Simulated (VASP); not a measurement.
# MgS (Fm-3m) in VASP: settings compared

MgS is run at these levels: PBE, r2SCAN; tasks: single point.

All numbers are computed with VASP 6.6.1; they aren't measurements. Logs are shortened: lines on timing, memory, paths and dates and some standing lists are left out, and cuts for length are marked.

### Step 1. The cell of the first run

It takes space group Fm-3m (No. 225, cubic). The conventional cell has a = 5.186 Å, b = 5.186 Å, c = 5.186 Å, α = 90.00°, β = 90.00°, γ = 90.00°. Mg (site symmetry m-3m) has 6 S at 2.59 Å within 3.4 Å. Within 3.4 Å of S (site symmetry m-3m) lie 6 Mg at 2.59 Å.

### Step 2. Single point, PBE (strain -0.3%)

File INCAR:

```
  ALGO = Normal
  EDIFF = 1E-7
  ENCUT = 520
  GGA = PE
  ISIF = 2
  ISMEAR = -1
  LASPH = True
  LCHARG = True
  LELF = True
  LREAL = False
  LVHAR = True
  LWAVE = False
  NBANDS = 11
  NELM = 80
  PREC = Accurate
  SIGMA = 0.02
```

File KPOINTS:

```
k-points
0
Gamma
  8 8 8
```

File POSCAR:

```
MgS
1.0
    0.0000000000      2.5931930799      2.5931930799
    2.5931930799      0.0000000000      2.5931930799
    2.5931930799      2.5931930799      0.0000000000
Mg S
1 1
Direct
    0.0000000000      0.0000000000      0.0000000000
    0.5000000000      0.5000000000      0.5000000000
```

Potentials or basis: VASP PAW PBE potentials, release 64 (Mg, S).

Launch:

```bash
cat potpaw_PBE.64/Mg/POTCAR potpaw_PBE.64/S/POTCAR > POTCAR
mpirun -np 1 vasp_std > vasp.out
```

OUTCAR:

```text
EDIFF = 1E-7
   ENCUT = 520
   GGA = PE
   ISIF = 2
   ISMEAR = -1
   LASPH = True
   LREAL = False
   NELM = 80
   PREC = Accurate

 ion  position               nearest neighbor table
   1  0.000  0.000  0.000-   2 2.59   2 2.59   2 2.59   2 2.59   2 2.59   2 2.59
   2  0.500  0.500  0.500-   1 2.59   1 2.59   1 2.59   1 2.59   1 2.59   1 2.59

  LATTYP: Found a face centered cubic cell.
 ALAT       =     5.1863861598

  Lattice vectors:

 A1 = (   0.0000000000,   2.5931930799,   2.5931930799)
 A2 = (   2.5931930799,   0.0000000000,   2.5931930799)
 A3 = (   2.5931930799,   2.5931930799,   0.0000000000)

Analysis of symmetry for initial positions (statically):
=====================================================================
 Subroutine PRICEL returns:
 Original cell was already a primitive cell.

 Routine SETGRP: Setting up the symmetry group for a
 face centered cubic supercell.

 Subroutine GETGRP returns: Found 48 space group operations
 (whereof 48 operations were pure point group operations)
 out of a pool of 48 trial point group operations.

The static configuration has the point symmetry O_h .

Analysis of symmetry for dynamics (positions and initial velocities):
=====================================================================
 Subroutine PRICEL returns:
 Original cell was already a primitive cell.

 Routine SETGRP: Setting up the symmetry group for a
 face centered cubic supercell.

 Subroutine GETGRP returns: Found 48 space group operations
 (whereof 48 operations were pure point group operations)
 out of a pool of 48 trial point group operations.

The dynamic configuration has the point symmetry O_h .

 Subroutine INISYM returns: Found 48 space group operations
 (whereof 48 operations are pure point group operations),
 and found     1 'primitive' translations

----------------------------------------------------------------------------------------

                                     Primitive cell

  volume of cell :      34.8766

  direct lattice vectors                    reciprocal lattice vectors
     0.000000000  2.593193080  2.593193080    -0.192812484  0.192812484  0.192812484
     2.593193080  0.000000000  2.593193080     0.192812484 -0.192812484  0.192812484
     2.593193080  2.593193080  0.000000000     0.192812484  0.192812484 -0.192812484

  length of vectors
     3.667328823  3.667328823  3.667328823     0.333961019  0.333961019  0.333961019

  position of ions in fractional coordinates (direct lattice)
     0.000000000  0.000000000  0.000000000
     0.500000000  0.500000000  0.500000000

  ion indices of the primitive-cell ions
   primitive index   ion index
                 1           1
                 2           2

----------------------------------------------------------------------------------------

 KPOINTS: k-points

Automatic generation of k-mesh.
 Grid dimensions read from file:
 generate k-points for:    8    8    8

 Generating k-lattice:

  Cartesian coordinates                     Fractional coordinates (reciprocal lattice)
    -0.024101561  0.024101561  0.024101561     0.125000000  0.000000000  0.000000000
     0.024101561 -0.024101561  0.024101561     0.000000000  0.125000000  0.000000000
     0.024101561  0.024101561 -0.024101561     0.000000000  0.000000000  0.125000000

  Length of vectors
     0.041745127  0.041745127  0.041745127

  Shift w.r.t. Gamma in fractional coordinates (k-lattice)
     0.000000000  0.000000000  0.000000000

 Subroutine IBZKPT returns following result:
 ===========================================

 Found     29 irreducible k-points:

 Following reciprocal coordinates:
            Coordinates               Weight
  0.000000  0.000000  0.000000      1.000000
  0.125000  0.000000  0.000000      8.000000
  0.250000  0.000000  0.000000      8.000000
  0.375000  0.000000  0.000000      8.000000
  0.500000  0.000000  0.000000      4.000000
  0.125000  0.125000  0.000000      6.000000
[... 16 lines left out ...]
  0.500000  0.250000  0.125000     48.000000
 -0.375000  0.250000  0.125000     24.000000
 [... further k-points ...]
   k-points           NKPTS =     29   k-points in BZ     NKDIM =     29   number of bands    NBANDS=     11
   number of dos      NEDOS =    301   number of ions     NIONS =      2
   total plane-waves  NPLWV =  21952
   dimension x,y,z NGX =    28 NGY =   28 NGZ =   28
   dimension x,y,z NGXF=    56 NGYF=   56 NGZF=   56
   ions per type =               1   1
   NGX,Y,Z   is equivalent  to a cutoff of  12.69, 12.69, 12.69 a.u.
   NGXF,Y,Z  is equivalent  to a cutoff of  25.39, 25.39, 25.39 a.u.
 SYSTEM =  unknown system
   PREC   = accura    normal or accurate (medium, high low for compatibility)
   ISTART =      0    job   : 0-new  1-cont  2-samecut
   ICHARG =      2    charge: 1-file 2-atom 10-const
   ISPIN  =      1    spin polarized calculation?
   LNONCOLLINEAR =      F non collinear calculations
   LSORBIT =      F    spin-orbit coupling
   LASPH  =      T    aspherical Exc in radial PAW
   ENCUT  =  520.0 eV  38.22 Ry    6.18 a.u.   6.82  6.82  6.82*2*pi/ulx,y,z
   NELM   =     80;   NELMIN=  2; NELMDL= -5     # of ELM steps
   EDIFF  = 0.1E-06   stopping-criterion for ELM
   LREAL  =      F    real-space projection
   EDIFFG = 0.1E-05   stopping-criterion for IOM
   NSW    =      0    number of steps for IOM
   IBRION =     -1    ionic relax: 0-MD 1-quasi-New 2-CG
   NFREE  =      0    steps in history (QN), initial steepest desc. (CG)
   ISIF   =      2    stress and relaxation
   ISYM   =      2    0-nonsym 1-usesym 2-fastsym
   POTIM  = 0.5000    time-step for ionic-motion
   TEBEG  =    0.0;   TEEND  =   0.0 temperature during run
   PSTRESS=    0.0 pullay stress
   NELECT =       8.0000    total number of electrons
   NUPDOWN=      -1.0000    fix difference up-down
   EMIN   =  10.00;   EMAX   =-10.00  energy-range for DOS
   EFERMI =   0.00;   METHOD = LEGACY
   ISMEAR =    -1;   SIGMA  =   0.02  broadening in eV -4-tet -1-fermi 0-gaus
   EFERMI_NEDOS =   21; number of points for ismear=-14 and -15
   IALGO  =     38    algorithm
   IMIX   =      4    mixing-type and parameters
     AMIX     =   0.40;   BMIX     =  1.00
     AMIX_MAG =   1.60;   BMIX_MAG =  1.00
  volume/ion in A,a.u.               =      17.44       117.68
  Fermi-wavevector in a.u.,A,eV,Ry     =   1.002136  1.893762 13.664011  1.004276
  Thomas-Fermi vector in A             =   2.134603
   LORBIT       =      0    0 simple, 1 ext, 2 COOP (PROOUT), +10 PAW based schemes
   GGA     = PE    functional components
   LHFCALC =     F    Hartree Fock is set to
   AEXX    =    0.0000 exact exchange contribution
   IVDW    =     0    specifies the selected vdW correction
   LEPSILON=     F    determine dielectric tensor
   LRPA    =     F    only Hartree local field effects (RPA)
 non-spin polarized calculation
  energy-cutoff  :      520.00
  volume of cell :       34.88
 maximum number of plane-waves:       960
   NGX = 13   NGY = 13   NGZ = 13

 number of electron       7.9999999 magnetization

 Free energy of the ion-electron system (eV)
  ---------------------------------------------------
  ext. energy  EPLUGINS =         0.00000000
  ---------------------------------------------------
  free energy    TOTEN  =        -8.49912986 eV

  energy without entropy =       -8.49912986  energy(sigma->0) =       -8.49912986

 E-fermi :   4.2012     XC(G=0):  -9.7286

 val. band max:        3.8127023461   @ k =   0.0000   0.0000   0.0000
 cond. band min:       6.6094550001   @ k =   0.5000   0.5000   0.0000
 fundamental gap:      2.7967526540
 Fermi energy:         4.2012112456

 k-point     1 :       0.0000    0.0000    0.0000
  band No.  band energies     occupation
      1      -8.9100      2.00000
      2       3.8127      2.00000
      3       3.8127      2.00000
      4       3.8127      2.00000
      5       7.6006      0.00000
      6      11.7611      0.00000
      7      11.7611      0.00000
      8      11.7611      0.00000
      9      14.1734      0.00000
     10      14.1734      0.00000
     11      16.3740      0.00000

 k-point     2 :       0.1250    0.0000    0.0000
  band No.  band energies     occupation
      1      -8.7567      2.00000
      2       2.7590      2.00000
      3       3.7097      2.00000
      4       3.7097      2.00000
      5       8.3978      0.00000
      6      11.4523      0.00000
      7      12.0134      0.00000
      8      12.0134      0.00000
      9      13.5456      0.00000
     10      13.5456      0.00000
     11      16.5835      0.00000

 k-point     3 :       0.2500    0.0000    0.0000
  band No.  band energies     occupation
      1      -8.3412      2.00000
      2       0.9823      2.00000
      3       3.4852      2.00000
      4       3.4852      2.00000
      5       8.8098      0.00000
      6      11.6439      0.00000
      7      11.6439      0.00000
      8      12.1711      0.00000
      9      14.1218      0.00000
     10      14.1218      0.00000
     11      15.7706      0.00000

 k-point     4 :       0.3750    0.0000    0.0000
  band No.  band energies     occupation
      1      -7.8329      2.00000
      2      -0.4801      2.00000
      3       3.2878      2.00000
      4       3.2878      2.00000
      5       8.5180      0.00000
      6      10.9789      0.00000
      7      10.9789      0.00000
      8      13.6816      0.00000
      9      15.4503      0.00000
     10      16.0935      0.00000
     11      16.0935      0.00000

 k-point     5 :       0.5000    0.0000    0.0000
  band No.  band energies     occupation
      1      -7.5797      2.00000
      2      -1.0677      2.00000
      3       3.2123      2.00000
      4       3.2123      2.00000
      5       8.3752      0.00000
      6      10.7321      0.00000
      7      10.7321      0.00000
      8      14.0346      0.00000
      9      16.0221      0.00000
     10      18.2381      0.00000
     11      18.2381      0.00000
[... 211 lines left out ...]
 k-point    21 :       0.5000    0.5000    0.0000
  band No.  band energies     occupation
      1      -7.2009      2.00000
      2      -0.4310      2.00000
      3       2.1088      2.00000
      4       2.1088      2.00000
      5       6.6095      0.00000
      6       8.1787      0.00000
      7      15.9138      0.00000
      8      16.6603      0.00000
      9      17.2868      0.00000
     10      17.2868      0.00000
     11      19.6944      0.00000

 k-point    22 :       0.3750    0.2500    0.1250
  band No.  band energies     occupation
      1      -8.0157      2.00000
      2       0.7165      2.00000
      3       2.3378      2.00000
      4       3.1270      2.00000
      5       9.6519      0.00000
      6      10.3010      0.00000
      7      10.9413      0.00000
      8      13.0543      0.00000
      9      13.9672      0.00000
     10      16.8277      0.00000
     11      18.7804      0.00000

 k-point    23 :       0.5000    0.2500    0.1250
  band No.  band energies     occupation
      1      -7.5859      2.00000
      2      -0.1378      2.00000
      3       1.7938      2.00000
      4       2.8097      2.00000
      5       9.4589      0.00000
      6      10.2262      0.00000
      7      11.6488      0.00000
      8      12.8556      0.00000
      9      15.5247      0.00000
     10      18.1472      0.00000
     11      18.7883      0.00000

 k-point    24 :      -0.3750    0.2500    0.1250
  band No.  band energies     occupation
      1      -7.3799      2.00000
      2      -0.5378      2.00000
      3       1.6491      2.00000
      4       2.6468      2.00000
      5       9.4080      0.00000
      6       9.9434      0.00000
      7      12.2619      0.00000
      8      13.2815      0.00000
      9      16.1223      0.00000
     10      17.1962      0.00000
     11      19.4423      0.00000

 [... further k-points ...]
[... 5 lines left out ...]
  --------------------------------------------------------------------------------------
  -------------------------------------------------------------------------------------
  Total        0.3576876      0.3576876      0.3576876      0.0000000      0.0000000     -0.0000000
  in kB       16.4316037     16.4316037     16.4316037      0.0000000      0.0000000     -0.0000000
  external PRESSURE =      16.4316037 kB  Pullay stress =       0.0000000 kB

 VOLUME and BASIS-vectors are now :
 -----------------------------------------------------------------------------
  energy-cutoff  :      520.00
  volume of cell :       34.88
      direct lattice vectors                 reciprocal lattice vectors
     0.000000000  2.593193080  2.593193080    -0.192812484  0.192812484  0.192812484
     2.593193080  0.000000000  2.593193080     0.192812484 -0.192812484  0.192812484
     2.593193080  2.593193080  0.000000000     0.192812484  0.192812484 -0.192812484

 POSITION                                       TOTAL-FORCE (eV/Angst)
 -----------------------------------------------------------------------------------
      0.00000      0.00000      0.00000        -0.000000     -0.000000     -0.000000
      2.59319      2.59319      2.59319         0.000000      0.000000      0.000000
 -----------------------------------------------------------------------------------
    total drift:                                0.000000      0.000000      0.000000

  FREE ENERGIE OF THE ION-ELECTRON SYSTEM (eV)
  ---------------------------------------------------
  free  energy   TOTEN  =        -8.4991298556 eV

  energy  without entropy=       -8.4991298556  energy(sigma->0) =       -8.49912986
```

It took 11 s on 1 thread of Intel Xeon Platinum 8375C at 2.90GHz (Ice Lake), shared host; peak memory 0.16 GiB.

What came out:

| Item | Value |
| --- | --- |
| Free energy | -8.4991 eV |
| Pressure | 1.6 GPa |
| Band gap on the k mesh | 2.80 eV, indirect (least direct gap 3.79 eV) |

Levels at points of the mesh, in eV from the valence-band top:
| k point | band 1 | band 2 | band 3 | band 4 | band 5 | band 6 | band 7 | band 8 | band 9 |
| --- | --- | --- | --- | --- | --- | --- | --- | --- | --- |
| (0.00, 0.00, 0.00) | -12.72 | 0.00 | 0.00 | 0.00 | 3.79 | 7.95 | 7.95 | 7.95 | 10.36 |
| (0.50, 0.00, 0.00) | -11.39 | -4.88 | -0.60 | -0.60 | 4.56 | 6.92 | 6.92 | 10.22 | 12.21 |
| (0.50, 0.50, 0.00) | -11.01 | -4.24 | -1.70 | -1.70 | 2.80 | 4.37 | 12.10 | 12.85 | 13.47 |

Caveat: the cell differs from its parent crystal (strain -0.3%). A k mesh can miss the band edges.

(Continued in part 2 of 2.)
